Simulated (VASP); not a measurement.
A run of VASP 6.6.1 is set up as follows.

Contents of INCAR:

```
SYSTEM = Ag
PREC = Accurate
ENCUT = 520
EDIFF = 1E-7
ISMEAR = 1
SIGMA = 0.1
LREAL = .FALSE.
LASPH = .TRUE.
NELM = 60
ALGO = Normal
ISIF = 2
LWAVE = .FALSE.
LCHARG = .FALSE.
LDIPOL = .TRUE.
IDIPOL = 3
DIPOL = 0.5 0.5 0.500
GGA = PS
NBANDS = 72
```

File KPOINTS:

```
regular mesh
0
G
  8 11 1
  0 0 0
```

Contents of POSCAR:

```
Ag
1.0
    4.0900000000      0.0000000000      0.0000000000
    0.0000000000      2.8920667350      0.0000000000
    0.0000000000      0.0000000000     30.4603336750
Ag
11
Direct
    0.0000000000      0.0000000000      0.2693166109
    0.5000000000      0.5000000000      0.3117130233
    0.0000000000      0.0000000000      0.3601706546
    0.5000000000      0.5000000000      0.4063550227
    0.0000000000      0.0000000000      0.4533334340
    0.5000000000      0.5000000000      0.4999999993
    0.0000000000      0.0000000000      0.5466665637
    0.5000000000      0.5000000000      0.5936449767
    0.0000000000      0.0000000000      0.6398293457
    0.5000000000      0.5000000000      0.6882869776
    0.0000000000      0.0000000000      0.7306833915
```

Potentials or basis: VASP PAW PBE potentials, release 64 (Ag).

The run is started by

```bash
$ cat potpaw_PBE.64/Ag/POTCAR > POTCAR
$ mpirun -np 1 vasp_std > vasp.out
```

Problem. Predict the band gap on the k mesh.

Solution. Zero (an odd number of electrons rules out a gap without spin polarisation).

Problem. Estimate the largest force.

Solution. 0.010 eV/Å.

Forces in eV/Å, atoms in the order of the input:
```
Ag   0.000  0.000  0.010
Ag   0.000  0.000 -0.001
Ag   0.000  0.000 -0.003
Ag   0.000  0.000 -0.001
Ag   0.000  0.000  0.003
Ag   0.000  0.000  0.000
Ag   0.000  0.000 -0.003
Ag   0.000  0.000  0.001
Ag   0.000  0.000  0.003
Ag   0.000  0.000  0.001
Ag   0.000  0.000 -0.010
```

Caveat: the PAW data sets were made with another functional, which shifts forces and pressure a little.
